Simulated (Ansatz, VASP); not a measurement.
**BiOs: VASP beside Ansatz**

```
Os Bi
1.0
     0.00000    2.75257    2.75257
     2.75257    0.00000    2.75257
     2.75257    2.75257    0.00000
Os Bi
1 1
Direct
  0.50000 0.50000 0.50000
  0.00000 0.00000 0.00000
```

Alike in both runs: task single point; functional r2SCAN; k mesh 10 × 10 × 10; occupations gaussian, width 0.05 eV; no spin polarisation.

|  | VASP | Ansatz |
| --- | --- | --- |
| version | VASP 6.6.1 | Ansatz 0.2.0 |
| potentials or method | VASP PAW PBE potentials, release 64 (Os, Bi_d), cutoff 520 eV | scalar-relativistic, plane waves, PAW |
| valence electrons in the cell | 23 | 31 |

Ansatz gave:

- gap on the k mesh at the Fermi level (eV): none
- pressure (GPa): 2.9

What did VASP give for the same quantities?

gap on the k mesh at the Fermi level (eV): none; pressure (GPa): 3.6.

VASP's potentials were made for PBE, not for r2SCAN. A gap of «none» marks a metal or a gap that the smearing closes. VASP's potentials hold 23 valence electrons a cell and Ansatz's 31, so a difference there can come from the potentials and not from the codes.

Neither program's run includes spin-orbit coupling.
